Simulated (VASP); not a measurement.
A run of VASP 6.6.1 is set up as follows.

INCAR

```
SYSTEM = Zr4ScO
PREC = Accurate
ENCUT = 600
EDIFF = 1E-6
ISMEAR = 0
SIGMA = 0.1
LREAL = .FALSE.
LASPH = .TRUE.
NELM = 120
ALGO = Normal
ISIF = 2
LWAVE = .FALSE.
LCHARG = .FALSE.
GGA = PE
NBANDS = 42
GGA_COMPAT = .FALSE.
```

KPOINTS

```
Automatic mesh
0
G
  8 8 8
  0 0 0
```

File POSCAR:

```
Zr4ScO
1.0
    0.0000000000      4.0872329802      4.0872329802
    4.0872329802      0.0000000000      4.0872329802
    4.0872329802      4.0872329802      0.0000000000
Zr Sc O
4 1 1
Direct
    0.1357932909      0.6214022364      0.6214022364
    0.6214022364      0.6214022364      0.6214022364
    0.6214022364      0.6214022364      0.1357932909
    0.6214022364      0.1357932909      0.6214022364
    0.2500000000      0.2500000000      0.2500000000
    0.0000000000      0.0000000000      0.0000000000
```

Potentials or basis: VASP PAW PBE potentials, release 64 (Zr_sv, Sc_sv, O).

Run with:

```sh
$ cat potpaw_PBE.64/Zr_sv/POTCAR potpaw_PBE.64/Sc_sv/POTCAR potpaw_PBE.64/O/POTCAR > POTCAR
$ mpirun -np 1 vasp_std > vasp.out
```

**Question.** Predict the largest force.

**Answer.** 0.020 eV/Å.

**Question.** What does it give for the pressure?

**Answer.** 0.0 GPa.

**Question.** Predict the band gap on the k mesh.

**Answer.** Zero (an odd number of electrons rules out a gap without spin polarisation).

Forces in eV/Å, atoms in the order of the input:
```
Zr   0.011 -0.011 -0.011
Zr   0.011  0.011  0.011
Zr  -0.011 -0.011  0.011
Zr  -0.011  0.011 -0.011
Sc   0.000  0.000  0.000
O    0.000  0.000  0.000
```

Caveat: an odd number of electrons without spin polarisation forces a metal; a magnetic or distorted state may lie lower.
